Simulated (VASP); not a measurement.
# GaAs (F-43m) in VASP: single point with PBE

Aim: the single point of GaAs with PBE.

Program: VASP 6.6.1. These are calculated values, not measurements. Logs are shortened: lines on timing, memory, paths and dates and some standing lists are left out, and cuts for length are marked.

### 1 The cell of the first run

It takes space group F-43m (No. 216, cubic). Conventional cell: a = 5.654 Å, b = 5.654 Å, c = 5.654 Å, α = 90.00°, β = 90.00°, γ = 90.00°. Within 3.2 Å of Ga (site symmetry -43m) lie 4 As at 2.45 Å. As (site symmetry -43m) has 4 Ga at 2.45 Å within 3.2 Å.

### 2 Single point, PBE

Contents of INCAR:

```
SYSTEM = GaAs
ALGO = Normal ; EDIFF = 1E-7
ENCUT = 520 ; GGA = PE
ISIF = 2 ; ISMEAR = 0
LASPH = .TRUE. ; LCHARG = .TRUE.
LELF = .TRUE. ; LREAL = Auto
LVHAR = .TRUE. ; LWAVE = .FALSE.
NBANDS = 276 ; NELM = 60
PREC = Accurate ; SIGMA = 0.05
```

Contents of KPOINTS:

```
k-points
0
G
  1 1 1
  0 0 0
```

Contents of POSCAR:

```
GaAs
1.0
    0.0000000000      8.4805500000      8.4805500000
    8.4805500000      0.0000000000      8.4805500000
    8.4805500000      8.4805500000      0.0000000000
Ga As
27 27
Direct
    0.0000000000      0.0000000000      0.0000000000
    0.0000000000      0.0000000000      0.3333330000
    0.0000000000      0.0000000000      0.6666670000
    0.0000000000      0.3333330000      0.0000000000
    0.0000000000      0.3333330000      0.3333330000
    0.0000000000      0.3333330000      0.6666670000
    0.0000000000      0.6666670000      0.0000000000
    0.0000000000      0.6666670000      0.3333330000
    0.0000000000      0.6666670000      0.6666670000
    0.3333330000      0.0000000000      0.0000000000
    0.3333330000      0.0000000000      0.3333330000
    0.3333330000      0.0000000000      0.6666670000
    0.3333330000      0.3333330000      0.0000000000
    0.3333330000      0.3333330000      0.3333330000
    0.3333330000      0.3333330000      0.6666670000
    0.3333330000      0.6666670000      0.0000000000
    0.3333330000      0.6666670000      0.3333330000
    0.3333330000      0.6666670000      0.6666670000
    0.6666670000      0.0000000000      0.0000000000
    0.6666670000      0.0000000000      0.3333330000
    0.6666670000      0.0000000000      0.6666670000
    0.6666670000      0.3333330000      0.0000000000
    0.6666670000      0.3333330000      0.3333330000
    0.6666670000      0.3333330000      0.6666670000
    0.6666670000      0.6666670000      0.0000000000
    0.6666670000      0.6666670000      0.3333330000
    0.6666670000      0.6666670000      0.6666670000
    0.0833330000      0.0833330000      0.0833330000
    0.0833330000      0.0833330000      0.4166670000
    0.0833330000      0.0833330000      0.7500000000
    0.0833330000      0.4166670000      0.0833330000
    0.0833330000      0.4166670000      0.4166670000
    0.0833330000      0.4166670000      0.7500000000
    0.0833330000      0.7500000000      0.0833330000
    0.0833330000      0.7500000000      0.4166670000
    0.0833330000      0.7500000000      0.7500000000
    0.4166670000      0.0833330000      0.0833330000
    0.4166670000      0.0833330000      0.4166670000
    0.4166670000      0.0833330000      0.7500000000
    0.4166670000      0.4166670000      0.0833330000
    0.4166670000      0.4166670000      0.4166670000
    0.4166670000      0.4166670000      0.7500000000
    0.4166670000      0.7500000000      0.0833330000
    0.4166670000      0.7500000000      0.4166670000
    0.4166670000      0.7500000000      0.7500000000
    0.7500000000      0.0833330000      0.0833330000
    0.7500000000      0.0833330000      0.4166670000
    0.7500000000      0.0833330000      0.7500000000
    0.7500000000      0.4166670000      0.0833330000
    0.7500000000      0.4166670000      0.4166670000
    0.7500000000      0.4166670000      0.7500000000
    0.7500000000      0.7500000000      0.0833330000
    0.7500000000      0.7500000000      0.4166670000
    0.7500000000      0.7500000000      0.7500000000
```

Potentials or basis: VASP PAW PBE potentials, release 64 (Ga_d, As).

The run is started by

```bash
cat potpaw_PBE.64/Ga_d/POTCAR potpaw_PBE.64/As/POTCAR > POTCAR
mpirun -np 1 vasp_gam > vasp.out
```

OUTCAR:

```text
SYSTEM = GaAs
   EDIFF = 1E-7
   ENCUT = 520
   GGA = PE
   ISIF = 2
   ISMEAR = 0
   LASPH = .TRUE.
   LREAL = Auto
   NELM = 60
   PREC = Accurate

 ion  position               nearest neighbor table
   1  0.000  0.000  0.000-  28 2.45  30 2.45  34 2.45  46 2.45
   2  0.000  0.000  0.333-  28 2.45  29 2.45  35 2.45  47 2.45
   3  0.000  0.000  0.667-  30 2.45  29 2.45  36 2.45  48 2.45
   4  0.000  0.333  0.000-  28 2.45  31 2.45  33 2.45  49 2.45
   5  0.000  0.333  0.333-  29 2.45  31 2.45  50 2.45  32 2.45
   6  0.000  0.333  0.667-  30 2.45  32 2.45  33 2.45  51 2.45
[... 46 lines left out ...]
  53  0.750  0.750  0.417-   8 2.45  20 2.45  26 2.45  27 2.45
  54  0.750  0.750  0.750-  27 2.45  21 2.45  25 2.45   9 2.45

  LATTYP: Found a face centered cubic cell.
 ALAT       =    16.9611000000

  Lattice vectors:

 A1 = (   0.0000000000,   8.4805500000,   8.4805500000)
 A2 = (   8.4805500000,   0.0000000000,   8.4805500000)
 A3 = (   8.4805500000,   8.4805500000,   0.0000000000)

Analysis of symmetry for initial positions (statically):
=====================================================================
 Subroutine PRICEL returns following result:

  LATTYP: Found a face centered cubic cell.
 ALAT       =     5.6536943463

  Lattice vectors:

 A1 = (   0.0000000000,   2.8268471732,   2.8268471732)
 A2 = (   2.8268471732,   0.0000000000,   2.8268471732)
 A3 = (   2.8268471732,   2.8268471732,   0.0000000000)

  27 primitive cells build up your supercell.

 Routine SETGRP: Setting up the symmetry group for a
 face centered cubic supercell.

 Subroutine GETGRP returns: Found 24 space group operations
 (whereof 24 operations were pure point group operations)
 out of a pool of 48 trial point group operations.

The static configuration has the point symmetry T_d .

Analysis of symmetry for dynamics (positions and initial velocities):
=====================================================================
 Subroutine PRICEL returns following result:

  LATTYP: Found a face centered cubic cell.
 ALAT       =     5.6536943463

  Lattice vectors:

 A1 = (   0.0000000000,   2.8268471732,   2.8268471732)
 A2 = (   2.8268471732,   0.0000000000,   2.8268471732)
 A3 = (   2.8268471732,   2.8268471732,   0.0000000000)

  27 primitive cells build up your supercell.

 Routine SETGRP: Setting up the symmetry group for a
 face centered cubic supercell.

 Subroutine GETGRP returns: Found 24 space group operations
 (whereof 24 operations were pure point group operations)
 out of a pool of 48 trial point group operations.

The dynamic configuration has the point symmetry T_d .

 Subroutine INISYM returns: Found 24 space group operations
 (whereof 24 operations are pure point group operations),
 and found    27 'primitive' translations

----------------------------------------------------------------------------------------

                                     Primitive cell

  volume of cell :      45.1790

  direct lattice vectors                    reciprocal lattice vectors
     0.000000000  2.826847173  2.826847173    -0.176875497  0.176875497  0.176875497
     2.826847173  0.000000000  2.826847173     0.176875497 -0.176875497  0.176875497
     2.826847173  2.826847173  0.000000000     0.176875497  0.176875497 -0.176875497

  length of vectors
     3.997765611  3.997765611  3.997765611     0.306357348  0.306357348  0.306357348

  position of ions in fractional coordinates (direct lattice)
     0.000000000  0.000000000  0.000000000
     0.249999250  0.249999250  0.249999250

  ion indices of the primitive-cell ions
   primitive index   ion index
                 1           1
                 2          28

----------------------------------------------------------------------------------------

 KPOINTS: k-points

Automatic generation of k-mesh.
 Grid dimensions read from file:
 generate k-points for:    1    1    1

 Generating k-lattice:

  Cartesian coordinates                     Fractional coordinates (reciprocal lattice)
    -0.058958440  0.058958440  0.058958440     1.000000000  0.000000000  0.000000000
     0.058958440 -0.058958440  0.058958440     0.000000000  1.000000000  0.000000000
     0.058958440  0.058958440 -0.058958440     0.000000000  0.000000000  1.000000000

  Length of vectors
     0.102119014  0.102119014  0.102119014

  Shift w.r.t. Gamma in fractional coordinates (k-lattice)
     0.000000000  0.000000000  0.000000000

 Subroutine IBZKPT returns following result:
 ===========================================

 Found      1 irreducible k-points:

 Following reciprocal coordinates:
            Coordinates               Weight
  0.000000  0.000000  0.000000      1.000000
   k-points           NKPTS =      1   k-points in BZ     NKDIM =      1   number of bands    NBANDS=    276
   number of dos      NEDOS =    301   number of ions     NIONS =     54
   total plane-waves  NPLWV = 729000
   dimension x,y,z NGX =    90 NGY =   90 NGZ =   90
   dimension x,y,z NGXF=   180 NGYF=  180 NGZF=  180
   ions per type =              27  27
   NGX,Y,Z   is equivalent  to a cutoff of  12.48, 12.48, 12.48 a.u.
   NGXF,Y,Z  is equivalent  to a cutoff of  24.95, 24.95, 24.95 a.u.
 SYSTEM =  GaAs
   PREC   = accura    normal or accurate (medium, high low for compatibility)
   ISTART =      0    job   : 0-new  1-cont  2-samecut
   ICHARG =      2    charge: 1-file 2-atom 10-const
   ISPIN  =      1    spin polarized calculation?
   LNONCOLLINEAR =      F non collinear calculations
   LSORBIT =      F    spin-orbit coupling
   LASPH  =      T    aspherical Exc in radial PAW
   ENCUT  =  520.0 eV  38.22 Ry    6.18 a.u.  22.30 22.30 22.30*2*pi/ulx,y,z
   NELM   =     60;   NELMIN=  2; NELMDL= -5     # of ELM steps
   EDIFF  = 0.1E-06   stopping-criterion for ELM
   LREAL  =      T    real-space projection
   EDIFFG = 0.1E-05   stopping-criterion for IOM
   NSW    =      0    number of steps for IOM
   IBRION =     -1    ionic relax: 0-MD 1-quasi-New 2-CG
   NFREE  =      0    steps in history (QN), initial steepest desc. (CG)
   ISIF   =      2    stress and relaxation
   ISYM   =      2    0-nonsym 1-usesym 2-fastsym
   POTIM  = 0.5000    time-step for ionic-motion
   TEBEG  =    0.0;   TEEND  =   0.0 temperature during run
   PSTRESS=    0.0 pullay stress
   NELECT =     486.0000    total number of electrons
   NUPDOWN=      -1.0000    fix difference up-down
   EMIN   =  10.00;   EMAX   =-10.00  energy-range for DOS
   EFERMI =   0.00;   METHOD = LEGACY
   ISMEAR =     0;   SIGMA  =   0.05  broadening in eV -4-tet -1-fermi 0-gaus
   EFERMI_NEDOS =   21; number of points for ismear=-14 and -15
   IALGO  =     38    algorithm
   IMIX   =      4    mixing-type and parameters
     AMIX     =   0.40;   BMIX     =  1.00
     AMIX_MAG =   1.60;   BMIX_MAG =  1.00
  volume/ion in A,a.u.               =      22.59       152.44
  Fermi-wavevector in a.u.,A,eV,Ry     =   1.204628  2.276417 19.743799  1.451128
  Thomas-Fermi vector in A             =   2.340347
   LORBIT       =      0    0 simple, 1 ext, 2 COOP (PROOUT), +10 PAW based schemes
   GGA     = PE    functional components
   LHFCALC =     F    Hartree Fock is set to
   AEXX    =    0.0000 exact exchange contribution
   IVDW    =     0    specifies the selected vdW correction
   LEPSILON=     F    determine dielectric tensor
   LRPA    =     F    only Hartree local field effects (RPA)
 non-spin polarized calculation
 Gauss-broadening in eV      SIGMA  =   0.05
  energy-cutoff  :      520.00
  volume of cell :     1219.84
 maximum number of plane-waves:     16372
 NGX is ok and might be reduce to    90
   NGX = 45   NGY = 45   NGZ = 45

 number of electron     485.9999862 magnetization

 Free energy of the ion-electron system (eV)
  ---------------------------------------------------
  ext. energy  EPLUGINS =         0.00000000
  ---------------------------------------------------
  free energy    TOTEN  =      -207.04598590 eV

  energy without entropy =     -207.04598590  energy(sigma->0) =     -207.04598590

 E-fermi :   4.3048     XC(G=0):  -9.5148

 val. band max:        4.0563607722   @ k =   0.0000   0.0000   0.0000
 cond. band min:       4.5506360399   @ k =   0.0000   0.0000   0.0000
 fundamental gap:      0.4942752676
 Fermi energy:         4.3047880587

 k-point     1 :       0.0000    0.0000    0.0000
  band No.  band energies     occupation
      1     -10.9726      2.00000
      2     -10.9726      2.00000
      3     -10.9726      2.00000
      4     -10.9725      2.00000
      5     -10.9725      2.00000
      6     -10.9725      2.00000
[... 247 lines left out ...]
    254       5.5702      0.00000
    255       5.5702      0.00000
 [bands above 255 left out]

------------------------ aborting loop because EDIFF is reached ----------------------------------------

  FORCE on cell =-STRESS in cart. coord.  units (eV):
  Direction    XX          YY          ZZ          XY          YZ          ZX
  --------------------------------------------------------------------------------------
  -------------------------------------------------------------------------------------
  Total       35.7450657     35.7450657     35.7450657      0.0000000      0.0000000     -0.0000000
  in kB       46.9488144     46.9488144     46.9488144      0.0000000      0.0000000     -0.0000000
  external PRESSURE =      46.9488144 kB  Pullay stress =       0.0000000 kB

 VOLUME and BASIS-vectors are now :
 -----------------------------------------------------------------------------
  energy-cutoff  :      520.00
  volume of cell :     1219.84
      direct lattice vectors                 reciprocal lattice vectors
     0.000000000  8.480550000  8.480550000    -0.058958440  0.058958440  0.058958440
     8.480550000  0.000000000  8.480550000     0.058958440 -0.058958440  0.058958440
     8.480550000  8.480550000  0.000000000     0.058958440  0.058958440 -0.058958440

 POSITION                                       TOTAL-FORCE (eV/Angst)
 -----------------------------------------------------------------------------------
      0.00000      0.00000      0.00000         0.000000      0.000000      0.000000
      2.82685      2.82685      0.00000         0.000000      0.000000      0.000000
      5.65370      5.65370      0.00000        -0.000000     -0.000000     -0.000000
      2.82685      0.00000      2.82685         0.000000      0.000000     -0.000000
      5.65369      2.82685      2.82685        -0.000000     -0.000000     -0.000000
      8.48055      5.65370      2.82685        -0.000000      0.000000     -0.000000
[... 46 lines left out ...]
      9.89398      9.89398     12.72082         0.000000     -0.000000      0.000000
     12.72082     12.72082     12.72082         0.000000      0.000000      0.000000
 -----------------------------------------------------------------------------------
    total drift:                                0.000045      0.000045      0.000048

  FREE ENERGIE OF THE ION-ELECTRON SYSTEM (eV)
  ---------------------------------------------------
  free  energy   TOTEN  =      -207.0459858966 eV

  energy  without entropy=     -207.0459858966  energy(sigma->0) =     -207.04598590
```

Wall time 22 min (1 thread of Intel Xeon Platinum 8375C at 2.90GHz (Ice Lake), shared host); peak memory 1.3 GiB.

Results:

```
Free energy : -207.0460 eV
Pressure    : 4.7 GPa
```

Levels at points of the mesh, in eV from the Fermi level:
| k point | band 240 | band 241 | band 242 | band 243 | band 244 | band 245 | band 246 | band 247 |
| --- | --- | --- | --- | --- | --- | --- | --- | --- |
| (0.00, 0.00, 0.00) | -1.19 | -0.25 | -0.25 | -0.25 | 0.25 | 0.92 | 0.92 | 0.92 |

Caveat: the k points lie up to 0.64 Å⁻¹ apart.
